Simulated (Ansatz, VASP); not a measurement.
## B2Ru: VASP beside Ansatz

```xyz
6
Lattice="2.8330 0.0000 0.0000 0.0000 4.5954 0.0000 0.0000 0.0000 3.9995" Properties=species:S:1:pos:R:3 pbc="T T T"
B     0.0000    3.6948    1.4513
B     0.0000    0.9006    1.4513
B     1.4165    1.3971    2.5482
B     1.4165    3.1983    2.5482
Ru    0.0000    0.0000    3.3952
Ru    1.4165    2.2977    0.6043
```

Alike in both runs: functional LDA; k mesh 12 × 8 × 10; occupations gaussian, width 0.1 eV; no spin polarisation.

Ansatz relaxed the structure, and its values are those at the end. VASP's run is a single point on that final structure, the one shown.

|  | VASP | Ansatz |
| --- | --- | --- |
| version | VASP 6.6.1 | Ansatz 0.2.0 |
| potentials or method | VASP PAW LDA potentials, release 64 (B, Ru_pv), cutoff 520 eV | scalar-relativistic, plane waves, PAW |
| valence electrons in the cell | 40 | 44 |

VASP gave:

* gap on the k mesh at the Fermi level (eV): none
* pressure (GPa): 0.8
* rms of the force components (eV/Å): 0.018

Problem. What did Ansatz give for the same quantities?

Solution. gap on the k mesh at the Fermi level (eV): none; pressure (GPa): 0.0; rms of the force components (eV/Å): 0.000.

LDA's correlation is that of Perdew and Zunger in VASP and of Perdew and Wang (1992) in Ansatz. A gap of «none» marks a metal or a gap that the smearing closes. VASP's potentials hold 40 valence electrons a cell and Ansatz's 44, so a difference there can come from the potentials and not from the codes.
